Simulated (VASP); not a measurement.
# AlN (P6_3/mmc) in VASP: further runs, part 2 of 2

VASP 6.6.1.

### Step 5. Single point, PBE (8.88 Å³/atom)

This run uses another cell than the first one, of 8.88 Å³/atom.

File INCAR:

```
SYSTEM = AlN
ALGO = Normal
EDIFF = 1E-7
ENCUT = 520
GGA = PE
ISIF = 2
ISMEAR = 0
LASPH = .TRUE.
LCHARG = .FALSE.
LREAL = .FALSE.
LWAVE = .FALSE.
NBANDS = 16
NELM = 100
PREC = Accurate
SIGMA = 0.01
```

File KPOINTS:

```
k-points
0
G
  9 9 4
  0 0 0
```

File POSCAR:

```
AlN
1.0
    2.8839978805      0.0000000000      0.0000000000
   -1.4419989402      2.4976154290      0.0000000000
    0.0000000000      0.0000000000      4.9314507839
Al N
2 2
Direct
    0.0000000000      0.0000000000      0.0000000000
    0.0000000000      0.0000000000      0.5000000000
    0.3333333333      0.6666666667      0.2500000000
    0.6666666667      0.3333333333      0.7500000000
```

Potentials or basis: VASP PAW PBE potentials, release 64 (Al, N).

Launch:

```sh
> cat potpaw_PBE.64/Al/POTCAR potpaw_PBE.64/N/POTCAR > POTCAR
> mpirun -np 1 vasp_std > vasp.out
```

OUTCAR:

```text
SYSTEM = AlN
   EDIFF = 1E-7
   ENCUT = 520
   GGA = PE
   ISIF = 2
   ISMEAR = 0
   LASPH = .TRUE.
   LREAL = .FALSE.
   NELM = 100
   PREC = Accurate

 ion  position               nearest neighbor table
   1  0.000  0.000  0.000-   3 2.07   4 2.07   3 2.07   4 2.07   4 2.07   3 2.07   2 2.47   2 2.47

   2  0.000  0.000  0.500-   3 2.07   4 2.07   3 2.07   4 2.07   4 2.07   3 2.07   1 2.47   1 2.47

   3  0.333  0.667  0.250-   1 2.07   2 2.07   1 2.07   2 2.07   1 2.07   2 2.07
   4  0.667  0.333  0.750-   1 2.07   2 2.07   1 2.07   2 2.07   1 2.07   2 2.07

  LATTYP: Found a hexagonal cell.
 ALAT       =     2.8839978805
 C/A-ratio  =     1.7099356477

  Lattice vectors:

 A1 = (   2.8839978805,   0.0000000000,   0.0000000000)
 A2 = (  -1.4419989402,   2.4976154290,   0.0000000000)
 A3 = (   0.0000000000,   0.0000000000,   4.9314507839)

Analysis of symmetry for initial positions (statically):
=====================================================================
 Subroutine PRICEL returns:
 Original cell was already a primitive cell.

 Routine SETGRP: Setting up the symmetry group for a
 hexagonal supercell.

 Subroutine GETGRP returns: Found 24 space group operations
 (whereof 12 operations were pure point group operations)
 out of a pool of 24 trial point group operations.

The static configuration has the point symmetry D_3d.
 The point group associated with its full space group is D_6h.

Analysis of symmetry for dynamics (positions and initial velocities):
=====================================================================
 Subroutine PRICEL returns:
 Original cell was already a primitive cell.

 Routine SETGRP: Setting up the symmetry group for a
 hexagonal supercell.

 Subroutine GETGRP returns: Found 24 space group operations
 (whereof 12 operations were pure point group operations)
 out of a pool of 24 trial point group operations.

The dynamic configuration has the point symmetry D_3d.
 The point group associated with its full space group is D_6h.

 Subroutine INISYM returns: Found 24 space group operations
 (whereof 12 operations are pure point group operations),
 and found     1 'primitive' translations

----------------------------------------------------------------------------------------

                                     Primitive cell

  volume of cell :      35.5218

  direct lattice vectors                    reciprocal lattice vectors
     2.883997880  0.000000000  0.000000000     0.346740893  0.200190948  0.000000000
    -1.441998940  2.497615429  0.000000000     0.000000000  0.400381896  0.000000000
     0.000000000  0.000000000  4.931450784     0.000000000  0.000000000  0.202780083

  length of vectors
     2.883997880  2.883997880  4.931450784     0.400381896  0.400381896  0.202780083

  position of ions in fractional coordinates (direct lattice)
     0.000000000  0.000000000  0.000000000
     0.000000000  0.000000000  0.500000000
     0.333333333  0.666666667  0.250000000
     0.666666667  0.333333333  0.750000000

  ion indices of the primitive-cell ions
   primitive index   ion index
                 1           1
                 2           2
                 3           3
                 4           4

----------------------------------------------------------------------------------------

 KPOINTS: k-points
[... 28 lines left out ...]
  0.333333  0.000000  0.000000      6.000000
  0.444444  0.000000  0.000000      6.000000
  0.111111  0.111111  0.000000      6.000000
[... 16 lines left out ...]
  0.333333  0.222222  0.250000     24.000000
  0.333333  0.333333  0.250000      4.000000
 [... further k-points ...]
   k-points           NKPTS =     36   k-points in BZ     NKDIM =     36   number of bands    NBANDS=     16
   number of dos      NEDOS =    301   number of ions     NIONS =      4
   total plane-waves  NPLWV =  23040
   dimension x,y,z NGX =    24 NGY =   24 NGZ =   40
   dimension x,y,z NGXF=    48 NGYF=   48 NGZF=   80
   ions per type =               2   2
   NGX,Y,Z   is equivalent  to a cutoff of  13.83, 13.83, 13.48 a.u.
   NGXF,Y,Z  is equivalent  to a cutoff of  27.67, 27.67, 26.97 a.u.
 SYSTEM =  AlN
   PREC   = accura    normal or accurate (medium, high low for compatibility)
   ISTART =      0    job   : 0-new  1-cont  2-samecut
   ICHARG =      2    charge: 1-file 2-atom 10-const
   ISPIN  =      1    spin polarized calculation?
   LNONCOLLINEAR =      F non collinear calculations
   LSORBIT =      F    spin-orbit coupling
   LASPH  =      T    aspherical Exc in radial PAW
   ENCUT  =  520.0 eV  38.22 Ry    6.18 a.u.   5.36  5.36  9.17*2*pi/ulx,y,z
   NELM   =    100;   NELMIN=  2; NELMDL= -5     # of ELM steps
   EDIFF  = 0.1E-06   stopping-criterion for ELM
   LREAL  =      F    real-space projection
   EDIFFG = 0.1E-05   stopping-criterion for IOM
   NSW    =      0    number of steps for IOM
   IBRION =     -1    ionic relax: 0-MD 1-quasi-New 2-CG
   NFREE  =      0    steps in history (QN), initial steepest desc. (CG)
   ISIF   =      2    stress and relaxation
   ISYM   =      2    0-nonsym 1-usesym 2-fastsym
   POTIM  = 0.5000    time-step for ionic-motion
   TEBEG  =    0.0;   TEEND  =   0.0 temperature during run
   PSTRESS=    0.0 pullay stress
   NELECT =      16.0000    total number of electrons
   NUPDOWN=      -1.0000    fix difference up-down
   EMIN   =  10.00;   EMAX   =-10.00  energy-range for DOS
   EFERMI =   0.00;   METHOD = LEGACY
   ISMEAR =     0;   SIGMA  =   0.01  broadening in eV -4-tet -1-fermi 0-gaus
   EFERMI_NEDOS =   21; number of points for ismear=-14 and -15
   IALGO  =     38    algorithm
   IMIX   =      4    mixing-type and parameters
     AMIX     =   0.40;   BMIX     =  1.00
     AMIX_MAG =   1.60;   BMIX_MAG =  1.00
  volume/ion in A,a.u.               =       8.88        59.93
  Fermi-wavevector in a.u.,A,eV,Ry     =   1.254921  2.371457 21.426822  1.574827
  Thomas-Fermi vector in A             =   2.388703
   LORBIT       =      0    0 simple, 1 ext, 2 COOP (PROOUT), +10 PAW based schemes
   GGA     = PE    functional components
   LHFCALC =     F    Hartree Fock is set to
   AEXX    =    0.0000 exact exchange contribution
   IVDW    =     0    specifies the selected vdW correction
   LEPSILON=     F    determine dielectric tensor
   LRPA    =     F    only Hartree local field effects (RPA)
 non-spin polarized calculation
 Gauss-broadening in eV      SIGMA  =   0.01
  energy-cutoff  :      520.00
  volume of cell :       35.52
 maximum number of plane-waves:       978
 NGX is ok and might be reduce to    24
   NGX = 11   NGY = 11   NGZ = 19

 number of electron      15.9999997 magnetization

 Free energy of the ion-electron system (eV)
  ---------------------------------------------------
  ext. energy  EPLUGINS =         0.00000000
  ---------------------------------------------------
  free energy    TOTEN  =       -28.43377403 eV

  energy without entropy =      -28.43377403  energy(sigma->0) =      -28.43377403

 E-fermi :   9.1678     XC(G=0): -11.9265

 val. band max:        9.1164203274   @ k =   0.0000   0.0000   0.0000
 cond. band min:      13.5395788898   @ k =   0.0000   0.0000   0.0000
 fundamental gap:      4.4231585624
 Fermi energy:         9.1678163294

 k-point     1 :       0.0000    0.0000    0.0000
  band No.  band energies     occupation
      1      -7.9192      2.00000
      2      -5.1886      2.00000
      3       0.8557      2.00000
      4       8.3474      2.00000
      5       8.3474      2.00000
      6       8.5794      2.00000
[... 433 lines left out ...]
      3       2.4058      2.00000
      4       3.6141      2.00000
      5       3.6141      2.00000
      6       4.1188      2.00000
[... 8 lines left out ...]
     15      20.4697      0.00000
     16      22.2479      0.00000

 [... further k-points ...]

------------------------ aborting loop because EDIFF is reached ----------------------------------------

  FORCE on cell =-STRESS in cart. coord.  units (eV):
  Direction    XX          YY          ZZ          XY          YZ          ZX
  --------------------------------------------------------------------------------------
  -------------------------------------------------------------------------------------
  Total       -1.4514755     -1.4514755     -1.7377907     -0.0000000     -0.0000000     -0.0000000
  in kB      -65.4673981    -65.4673981    -78.3813668     -0.0000000     -0.0000000     -0.0000000
  external PRESSURE =     -69.7720543 kB  Pullay stress =       0.0000000 kB

 VOLUME and BASIS-vectors are now :
 -----------------------------------------------------------------------------
  energy-cutoff  :      520.00
  volume of cell :       35.52
      direct lattice vectors                 reciprocal lattice vectors
     2.883997880  0.000000000  0.000000000     0.346740893  0.200190948  0.000000000
    -1.441998940  2.497615429  0.000000000     0.000000000  0.400381896  0.000000000
     0.000000000  0.000000000  4.931450784     0.000000000  0.000000000  0.202780083

 POSITION                                       TOTAL-FORCE (eV/Angst)
 -----------------------------------------------------------------------------------
      0.00000      0.00000      0.00000         0.000000      0.000000      0.000000
      0.00000      0.00000      2.46573         0.000000      0.000000      0.000000
     -0.00000      1.66508      1.23286        -0.000000      0.000000     -0.000000
      1.44200      0.83254      3.69859         0.000000     -0.000000      0.000000
 -----------------------------------------------------------------------------------
    total drift:                               -0.000000      0.000000     -0.000000

  FREE ENERGIE OF THE ION-ELECTRON SYSTEM (eV)
  ---------------------------------------------------
  free  energy   TOTEN  =       -28.4337740270 eV

  energy  without entropy=      -28.4337740270  energy(sigma->0) =      -28.43377403
```

stdout:

```text
POSCAR found type information on POSCAR AlN
 POSCAR found :  2 types and       4 ions
 scaLAPACK will be used
 LDA part: xc-table for (Slater+PW92), standard interpolation
 POSCAR, INCAR and KPOINTS ok, starting setup
 FFT: planning ... GRIDC
 FFT: planning ... GRID_SOFT
 FFT: planning ... GRID
 WAVECAR not read
 entering main loop
```

Wall time 20 s (1 thread of Intel Xeon 6975P-C (Granite Rapids), shared host); peak memory 0.15 GiB.

Results:

```
Free energy            : -28.4338 eV
Pressure               : -7.0 GPa
Band gap on the k mesh : 4.42 eV
```

Stress tensor (GPa, compression positive):
```
-6.55  0.00  0.00
 0.00 -6.55  0.00
 0.00  0.00 -7.84
```

Caveat: the cell stands under tension; an odd mesh through Γ misses points on the zone boundary, where band edges can lie.

### Step 6. Summary

```tsv
cell	gap on the mesh (eV)	pressure (GPa)
a = 2.797, b = 2.797, c = 4.783 Å, angles 90.0, 90.0, 120.0°, 4 atoms	5.35	16.5
a = 2.827, b = 2.827, c = 4.834 Å, angles 90.0, 90.0, 120.0°, 4 atoms	5.13	7.5
a = 2.856, b = 2.856, c = 4.883 Å, angles 90.0, 90.0, 120.0°, 4 atoms	4.83	-0.3
a = 2.884, b = 2.884, c = 4.931 Å, angles 90.0, 90.0, 120.0°, 4 atoms	4.42	-7.0
```

Alike in all rows: task single point; level PBE; potentials or basis VASP PAW PBE potentials, release 64 (Al, N); no spin polarisation; k mesh 9 × 9 × 4; cutoff (eV) 520; smearing gaussian 0.01 eV.

Caveats: an odd mesh through Γ misses points on the zone boundary, where band edges can lie; the cell stands under pressure (at least some runs); the cell stands under tension (at least some runs).

Total energies depend on the potentials used, so only differences within one code and one set of settings carry meaning.
